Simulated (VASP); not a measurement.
**Sb: single point with r2SCAN-based global hybrid with 50 % exact exchange**

The system is Sb.

```xyz
1
Lattice="0.0000 2.3712 2.3712 2.3712 0.0000 2.3712 2.3712 2.3712 0.0000" Properties=species:S:1:pos:R:3 pbc="T T T"
Sb    0.0000    0.0000    0.0000
```

This isn't the form of Sb at room conditions, which is rhombohedral.

* Program: VASP 6.6.1
* Task: single point
* Functional: r2SCAN-based global hybrid with 50 % exact exchange
* Potentials or basis: VASP PAW PBE potentials, release 64 (Sb_d_GW)
* Cutoff: 440 eV
* k mesh: 6 × 6 × 6
* Occupations: fermi-dirac, width 0.05 eV
* Spin: no spin polarisation
* Dipole correction: no
* Grid for exact exchange (PRECFOCK): Normal
* Share of exact exchange: 0.5
* Further INCAR settings: ALGO = Normal; EDIFF = 1e-06; NBANDS = 14

```json
{
  "Pressure": "-2.8 GPa",
  "Band gap on the k mesh": "zero (an odd number of electrons rules out a gap without spin polarisation)"
}
```

Levels at points of the mesh, in eV from the Fermi level:
```
           k point  band 4  band 5  band 6  band 7  band 8  band 9  band 10  band 11
(0.00, 0.00, 0.00)  -35.83  -35.83  -17.52    7.43    7.43    7.43    12.50    12.83
(0.50, 0.00, 0.00)  -35.79  -35.79  -12.55   -8.81    5.37    5.37    10.55    11.64
(0.50, 0.50, 0.00)  -35.78  -35.78  -10.32   -7.59    0.91    0.91     5.52     5.87
```

It took 13 min on 1 thread of Intel(R) Xeon(R) Platinum 8488C (Sapphire Rapids) (shared host), peak memory 0.16 GiB.

Caveat: the k points lie up to 0.38 Å⁻¹ apart, too coarse for converged energies and pressures of a metal; the PAW data sets were made with another functional, which shifts forces and pressure a little; spin-orbit coupling is left out, which moves the levels of the heavy elements; an odd number of electrons without spin polarisation forces a metal; a magnetic or distorted state may lie lower.
